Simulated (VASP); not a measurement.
Input of a VASP 6.6.1 run:

INCAR

```
ALGO     = Normal         # electronic algorithm
EDIFF    = 1E-6           # SCF threshold, eV
EDIFFG   = -0.02          # ionic threshold
ENCUT    = 600            # plane-wave cutoff, eV
IBRION   = 2              # ionic algorithm
ISIF     = 3              # what is computed and relaxed
ISMEAR   = -1             # smearing method
LASPH    = T              # aspherical terms in the spheres
LCHARG   = F              # write CHGCAR
LREAL    = F              # projectors in reciprocal space
LWAVE    = F              # write WAVECAR
NELM     = 100            # most SCF steps
NSW      = 80             # ionic steps
PREC     = Accurate       # precision mode
PSTRESS  = 200.0        
SIGMA    = 0.05           # smearing width, eV
```

KPOINTS

```
k-points
0
Gamma
  5 5 7
```

The input POSCAR:

```
TaN
1.0
    5.1960000000      0.0000000000      0.0000000000
   -2.5980000000      4.4998680000      0.0000000000
    0.0000000000      0.0000000000      2.9110000000
Ta N
3 3
Direct
    0.3333333333      0.6666666667      0.5000000000
    0.6666666667      0.3333333333      0.5000000000
    0.0000000000      0.0000000000      0.0000000000
    0.3928500000      0.0000000000      0.0000000000
    0.6071500004      0.6071500008      0.0000000000
   -0.0000000004      0.3928499992      0.0000000000
```

Potentials or basis: VASP PAW LDA potentials, release 64 (Ta_pv, N).

Run with:

```console
$ cat potpaw_LDA.64/Ta_pv/POTCAR potpaw_LDA.64/N/POTCAR > POTCAR
$ mpirun -np 1 vasp_std > vasp.out
```

**Question.** What does it give for the relaxed volume?

**Answer.** 10.50 Å³/atom.

**Question.** Estimate the relaxed cell.

**Answer.** a = 5.062 Å, b = 5.062 Å, c = 2.839 Å, α = 90.00°, β = 90.00°, γ = 120.00°.

Step by step:
| step | energy change (eV) | largest force (eV/Å) | pressure (GPa) | volume (Å³) |
| --- | --- | --- | --- | --- |
| 1 | 0.0000 | 0.0332 | -8.41 | 68.06 |
| 2 | 7.0746 | 1.6314 | 178.78 | 50.11 |
| 3 | 0.0982 | 0.2786 | 16.88 | 63.53 |
| 4 | 0.1376 | 0.3052 | 19.23 | 63.18 |
| 5 | 0.1509 | 0.3139 | 19.93 | 63.07 |
| 6 | 0.1632 | 0.3214 | 20.61 | 62.97 |
| 7 | 0.1672 | 0.0263 | 20.75 | 62.89 |
| 8 | 0.1681 | 0.0015 | 20.77 | 62.88 |
| 9 | 0.1202 | 0.0198 | 17.99 | 63.27 |
| 10 | 0.1528 | 0.0058 | 19.89 | 63.00 |

Caveat: the cell is relaxed towards a set pressure, so the enthalpy falls and the energy may rise. LDA usually gives volumes a few per cent too small.
